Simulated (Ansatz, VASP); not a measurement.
# Two plane-wave programs on InGa2N3

File INCAR:

```
  PREC = Accurate
  ENCUT = 520
  EDIFF = 1E-7
  ISMEAR = 0
  SIGMA = 0.1
  LREAL = F
  LASPH = T
  NELM = 150
  ALGO = Normal
  ISIF = 2
  LWAVE = F
  LCHARG = T
  ISPIN = 2
  MAGMOM = 0 0 0 1 1 1
  LORBIT = 11
  GGA = PE
  LELF = T
  LVHAR = T
  NBANDS = 40
```

Contents of KPOINTS:

```
regular mesh
0
Gamma
  6 6 6
```

The input POSCAR:

```
InGa2N3
1.0
    2.6122200900      1.5081659700      4.3572731600
   -2.6122200900      1.5081659700      4.3572731600
    0.0000000000     -3.0163319500      4.3572731600
In Ga N
1 2 3
Direct
    0.5000000000      0.5000000000      0.5000000000
    0.1222017900      0.1222017900      0.1222017900
    0.8777982100      0.8777982100      0.8777982100
    0.0000000000      0.5000000000      0.5000000000
    0.5000000000      0.0000000000      0.5000000000
    0.5000000000      0.5000000000      0.0000000000
```

Input for Ansatz:

```yaml
crystal:
  lattice:
    - [2.61222009, 1.50816597, 4.35727316]
    - [-2.61222009, 1.50816597, 4.35727316]
    - [0.0, -3.01633195, 4.35727316]
  atoms:
    - { symbol: In, position: [0.5, 0.5, 0.5] }
    - { symbol: Ga, position: [0.12220179, 0.12220179, 0.12220179] }
    - { symbol: Ga, position: [0.87779821, 0.87779821, 0.87779821] }
    - { symbol: "N", position: [0.0, 0.5, 0.5], spin: 1.0 }
    - { symbol: "N", position: [0.5, 0.0, 0.5], spin: 1.0 }
    - { symbol: "N", position: [0.5, 0.5, 0.0], spin: 1.0 }
basis:
  ecutwfc: 420
kpoints:
  mp_grid: { grid: [6, 6, 6] }
hamiltonian:
  xc: pbe
scf:
  occupations: { method: gaussian, width: 0.1 }
  lower_state_search: "off"
output:
  forces: true
  stress: true
  eigenvalues: true
  populations: true
magnetization:
  spin_polarized: true
```

Change from the starting cell: species swapped into the Zr2AlFe3 type (R-3m, No. 166).

Alike in both runs: task single point; functional PBE; k mesh 6 × 6 × 6; occupations gaussian, width 0.1 eV; collinear spin.

|  | VASP | Ansatz |
| --- | --- | --- |
| version | VASP 6.6.1 | Ansatz 0.2.0 |
| potentials or method | VASP PAW PBE potentials, release 64 (In_d, Ga_d, N), cutoff 520 eV | scalar-relativistic, plane waves, PAW |
| valence electrons in the cell | 54 | 54 |

```csv
,VASP,Ansatz,Ansatz less VASP
gap on the k mesh at the Fermi level (eV),none,none,-
pressure (GPa),-12.8,-12.8,+0.01
"traceless stress, the component that is largest in VASP (GPa)",-7.51,-7.51,-0.002
rms of the force components (eV/Å),0.139,0.139,+0.0004
net moment per atom (μB),0.10,0.10,-0.001
size of the moment on the site where the two differ most (μB),0.14,0.19,+0.040
```

Site moments also hang on the region over which each program counts them. Atom by atom the forces differ by 0.000 eV/Å (rms over components). A gap of «none» marks a metal or a gap that the smearing closes.
